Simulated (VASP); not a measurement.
Input of a VASP 6.6.1 run:

The input INCAR:

```
PREC = Accurate ; ENCUT = 520
EDIFF = 1E-7 ; ISMEAR = -1
SIGMA = 0.1 ; LREAL = False
LASPH = True ; NELM = 100
ALGO = Normal ; ISIF = 2
LWAVE = False ; LCHARG = False
GGA = PE ; NBANDS = 18
```

File KPOINTS:

```
Automatic mesh
0
Gamma
  13 13 13
```

The input POSCAR:

```
Lu
1.0
   -2.0012790699      2.0012790699      2.0012790699
    2.0012790699     -2.0012790699      2.0012790699
    2.0012790699      2.0012790699     -2.0012790699
Lu
1
Direct
    0.0000000000      0.0000000000      0.0000000000
```

Potentials or basis: VASP PAW PBE potentials, release 64 (Lu).

Launch:

```console
$ cat potpaw_PBE.64/Lu/POTCAR > POTCAR
$ mpirun -np 1 vasp_std > vasp.out
```

**Question.** What does it give for the pressure?

**Answer.** -2.8 GPa.

**Question.** What does it give for the band gap on the k mesh?

**Answer.** Zero (an odd number of electrons rules out a gap without spin polarisation).

Caveat: spin-orbit coupling is left out, which moves the levels of the heavy elements.
